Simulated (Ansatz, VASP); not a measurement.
## One calculation of Bi, two programs

The input INCAR:

```
SYSTEM = Bi
  PREC = Accurate
  ENCUT = 600
  EDIFF = 1E-6
  ISMEAR = -1
  SIGMA = 0.05
  LREAL = .FALSE.
  LASPH = .TRUE.
  NELM = 100
  ALGO = Fast
  ISIF = 3
  LWAVE = .FALSE.
  LCHARG = .FALSE.
  GGA = PS
  IBRION = 2
  NSW = 60
  EDIFFG = -0.01
```

Contents of KPOINTS:

```
regular mesh
0
G
  6 6 9
  0 0 0
```

POSCAR

```
Bi
1.0
    3.4885980000     -3.1325780000      0.0000000000
    3.4885980000      3.1325780000      0.0000000000
   -1.2602350000      0.0000000000      3.1135500000
Bi
2
Direct
    0.7530610000      0.7530610000      0.8573820000
    0.2469390000      0.2469390000      0.1426180000
```

File input.yaml:

```yaml
crystal:
  lattice:
    - [3.488598, -3.132578, 0.0]
    - [3.488598, 3.132578, 0.0]
    - [-1.260235, 0.0, 3.11355]
  atoms:
    - { symbol: Bi, position: [0.753061, 0.753061, 0.857382] }
    - { symbol: Bi, position: [0.246939, 0.246939, 0.142618] }
hamiltonian:
  xc: pbesol
  pseudopotentials: { kind: paw }
kpoints:
  mp_grid: { grid: [6, 6, 9] }
scf:
  occupations: { method: fermi_dirac, width: 0.05 }
output:
  forces: true
  stress: true
  eigenvalues: true
relax:
  f_tol: 0.01
  max_steps: 40
  cell: { stress_tol: 0.05 }
```

Alike in both runs: task relaxation of cell and atoms; functional PBEsol; k mesh 6 × 6 × 9; occupations fermi-dirac, width 0.05 eV; no spin polarisation.

```csv
,VASP,Ansatz
version,VASP 6.6.1,Ansatz 0.2.0
potentials or method,"VASP PAW PBE potentials, release 64 (Bi_d)",Ansatz PAW
plane-wave cutoff (eV),600,420
valence electrons in the cell,30,30
```

|  | VASP | Ansatz | Ansatz less VASP |
| --- | --- | --- | --- |
| gap on the k mesh at the Fermi level, each at its own relaxed structure (eV) | none | none | - |
| relaxed volume (Å³/atom) | 32.34 | 32.31 | -0.030 |
| relaxed cell length with the largest relative difference (Å) | 4.606 | 4.602 | -0.0043 |

VASP's potentials were made for PBE, not for PBEsol. A gap of «none» marks a metal or a gap that the smearing closes.

Spin-orbit coupling is off throughout. Noted on Ansatz's run: the plane-wave basis is chosen anew once the cell has moved, so the energies of steps on either side of that aren't comparable.
